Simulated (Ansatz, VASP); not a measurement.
**One calculation of BiB, two programs**

Contents of INCAR:

```
ALGO = Normal ; EDIFF = 1E-6
ENCUT = 520 ; GGA = PE
ISIF = 2 ; ISMEAR = -1
LASPH = T ; LCHARG = F
LREAL = F ; LWAVE = F
NBANDS = 16 ; NELM = 60
PREC = Accurate ; SIGMA = 0.05
```

KPOINTS

```
k-points
0
Gamma
  13 13 13
```

Contents of POSCAR:

```
BiB
1.0
    2.6686430020      0.0000000000      0.0000000000
    0.0000000000      2.6686430020      0.0000000000
    0.0000000000      0.0000000000      2.6686430020
B Bi
1 1
Direct
    0.0000000000      0.0000000000      0.0000000000
    0.5000000000      0.5000000000      0.5000000000
```

Input for Ansatz:

```yaml
crystal:
  lattice:
    - [2.668643002, 0.0, 0.0]
    - [0.0, 2.668643002, 0.0]
    - [0.0, 0.0, 2.668643002]
  atoms:
    - { symbol: B, position: [0.0, 0.0, 0.0] }
    - { symbol: Bi, position: [0.5, 0.5, 0.5] }
kpoints:
  mp_grid: { grid: [13, 13, 13] }
scf:
  occupations: { method: fermi_dirac, width: 0.05 }
hamiltonian:
  xc: pbe
  pseudopotentials: { kind: all_electron, lapw: { basis_error: 0.001 } }
output:
  forces: true
  stress: true
  eigenvalues: true
  populations: true
```

Change from the starting cell: volume scaled by 0.5, LAPW.

Alike in both runs: task single point; functional PBE; k mesh 13 × 13 × 13; occupations fermi-dirac, width 0.05 eV; no spin polarisation.

```csv
,VASP,Ansatz
version,VASP 6.6.1,Ansatz 0.2.0
potentials or method,"VASP PAW PBE potentials, release 64 (B, Bi_d), cutoff 520 eV","all-electron LAPW, scalar-relativistic"
```

Ansatz gave:

```
pressure (GPa) : 237.1
```

Estimate VASP's values.

pressure (GPa): 237.4.

Both programs put the cell under a high pressure, so it lies far from rest at this level. Ansatz ran all-electron here, and VASP with PAW potentials.

Spin-orbit coupling is off throughout. Noted on VASP's run: the cell as given lies far from equilibrium.
